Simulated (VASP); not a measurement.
# KMgF3: relaxation of cell and atoms with PBE

The system is KMgF3.

```
K Mg F
1.0
     3.98590    0.00000    0.00000
     0.00000    3.98590    0.00000
     0.00000    0.00000    3.98590
K Mg F
1 1 3
Direct
  0.50000 0.50000 0.50000
  0.00000 0.00000 0.00000
  0.50000 0.00000 0.00000
  0.00000 0.50000 0.00000
  0.00000 0.00000 0.50000
```

```json
{"Program": "VASP 6.6.1", "Task": "relaxation of cell and atoms", "Functional": "PBE", "Potentials or basis": "VASP PAW PBE potentials, release 64 (K_sv, Mg, F)", "Cutoff": "600 eV", "k mesh": "5 × 5 × 5", "Occupations": "gaussian, width 0.01 eV", "Spin": "no spin polarisation", "Target pressure": "10 GPa", "Dipole correction": "no", "Further INCAR settings": "ALGO = Normal; EDIFF = 1e-06; IBRION = 2; EDIFFG = -0.05; NSW = 80; ISIF = 3"}
```

```yaml
Relaxed_volume: 11.79 Å³/atom
Relaxed_cell: a = 3.892 Å, b = 3.892 Å, c = 3.892 Å, α = 90.00°, β = 90.00°, γ = 90.00°
Space_group_after_relaxing_to_0.05_Å: Pm-3m (No. 221)
Energy_change_on_relaxing_the_enthalpy_is_what_falls: +35.0 meV/atom
Ionic_steps: 3
Pressure_after_relaxing: 10.0 GPa
Band_gap_on_the_k_mesh: 7.94 eV, indirect (least direct gap 8.19 eV)
```

Step by step:
| step | energy change (eV) | largest force (eV/Å) | pressure (GPa) | volume (Å³) |
| --- | --- | --- | --- | --- |
| 1 | 0.0000 | 0.0000 | 3.25 | 63.33 |
| 2 | 0.2012 | 0.0000 | 10.77 | 58.56 |
| 3 | 0.1749 | 0.0000 | 10.02 | 58.96 |

Final structure:
```
CELL_PARAMETERS angstrom
3.89219 0.00000 0.00000
0.00000 3.89219 0.00000
0.00000 0.00000 3.89219
ATOMIC_POSITIONS crystal
K 0.50000 0.50000 0.50000
Mg 0.00000 0.00000 0.00000
F 0.50000 0.00000 0.00000
F 0.00000 0.50000 0.00000
F 0.00000 0.00000 0.50000
```

Levels at points of the mesh, in eV from the valence-band top:
```tsv
k point	band 13	band 14	band 15	band 16	band 17	band 18	band 19	band 20
(0.00, 0.00, 0.00)	-0.63	-0.25	-0.25	-0.25	7.94	10.25	10.25	12.49
```

Run time: 16 s on 1 thread of Intel(R) Xeon(R) 6975P-C (Granite Rapids), on a shared host, peak memory 0.19 GiB.

Caveat: the cell is relaxed towards a set pressure, so the enthalpy falls and the energy may rise. A k mesh can miss the band edges.
